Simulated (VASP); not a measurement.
Input of a VASP 6.6.1 run:

The input POSCAR:

```
Ti
1.0
    0.0000000000      2.0872129571      1.9202359205
    2.0872129571      0.0000000000      1.9202359205
    2.0872129571      2.0872129571      0.0000000000
Ti
1
Direct
    0.0000000000      0.0000000000      0.0000000000
```

The input INCAR.step1:

```
PREC     = Accurate       # precision mode
ENCUT    = 520            # plane-wave cutoff, eV
ISMEAR   = 0              # smearing method
SIGMA    = 0.15           # smearing width, eV
LREAL    = False          # projectors in reciprocal space
LASPH    = True           # aspherical terms in the spheres
NELM     = 60             # most SCF steps
NBANDS   = 12             # bands
GGA      = PE             # functional
ALGO     = Normal         # electronic algorithm
EDIFF    = 1E-4           # SCF threshold, eV
LWAVE    = True           # write WAVECAR
LCHARG   = False          # write CHGCAR
```

INCAR.step2

```
PREC     = Accurate       # precision mode
ENCUT    = 520            # plane-wave cutoff, eV
EDIFF    = 1E-6           # SCF threshold, eV
ISMEAR   = 0              # smearing method
SIGMA    = 0.15           # smearing width, eV
LREAL    = False          # projectors in reciprocal space
LASPH    = True           # aspherical terms in the spheres
NELM     = 60             # most SCF steps
ALGO     = Normal         # electronic algorithm
ISIF     = 2              # what is computed and relaxed
LWAVE    = False          # write WAVECAR
LCHARG   = False          # write CHGCAR
METAGGA  = R2SCAN         # meta-GGA
LMIXTAU  = True         
NBANDS   = 12             # bands
ISTART   = 1
```

Contents of KPOINTS:

```
regular mesh
0
Gamma
  22 22 22
```

Potentials or basis: VASP PAW PBE potentials, release 64 (Ti_sv).

Run with:

```bash
$ cat potpaw_PBE.64/Ti_sv/POTCAR > POTCAR
$ cp INCAR.step1 INCAR
$ mpirun -np 1 vasp_std > vasp.out
$ cp INCAR.step2 INCAR
$ mpirun -np 1 vasp_std > vasp.out
```

(1) Predict the pressure.

(2) Estimate the band gap on the k mesh.

## Answers

(1) 4.7 GPa.

(2) zero (band 6 reaches 9.65 eV, above the bottom of band 7 at 8.04 eV).

Caveat: the PAW data sets were made with another functional, which shifts forces and pressure a little.
